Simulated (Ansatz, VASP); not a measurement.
## One calculation of ZnO, two programs

```
Zn O
1.0
     3.23487    0.00000    0.00000
    -1.61743    2.80148    0.00000
     0.00000    0.00000    5.42080
Zn O
2 2
Cartesian
  1.6174 0.9338 2.7358
  0.0000 1.8677 0.0254
  1.6174 0.9338 4.7465
  0.0000 1.8677 2.0361
```

Change from the starting cell: strain along c alone, the other axes held, atoms relaxed: +4.0 %.

Alike in both runs: functional r2SCAN; k mesh 12 × 12 × 6; occupations gaussian, width 0.02 eV; no spin polarisation.

Ansatz relaxed the structure, and its values are those at the end. VASP's run is a single point on that final structure, the one shown.

|  | VASP | Ansatz |
| --- | --- | --- |
| version | VASP 6.6.1 | Ansatz 0.2.0 |
| potentials or method | VASP PAW PBE potentials, release 64 (Zn, O), cutoff 520 eV | scalar-relativistic, plane waves, PAW |
| valence electrons in the cell | 36 | 36 |

Ansatz gave:

| Item | Value |
| --- | --- |
| gap on the k mesh at the Fermi level (eV) | 1.12 |
| least direct gap on the mesh (eV) | 1.12 |
| pressure (GPa) | -5.5 |
| rms of the force components (eV/Å) | 0.000 |

Task: Estimate VASP's values.

Result: gap on the k mesh at the Fermi level (eV): 1.11; least direct gap on the mesh (eV): 1.11; pressure (GPa): -4.6; rms of the force components (eV/Å): 0.005.

VASP's potentials were made for PBE, not for r2SCAN. Ansatz's warnings: stress scf threshold loose.
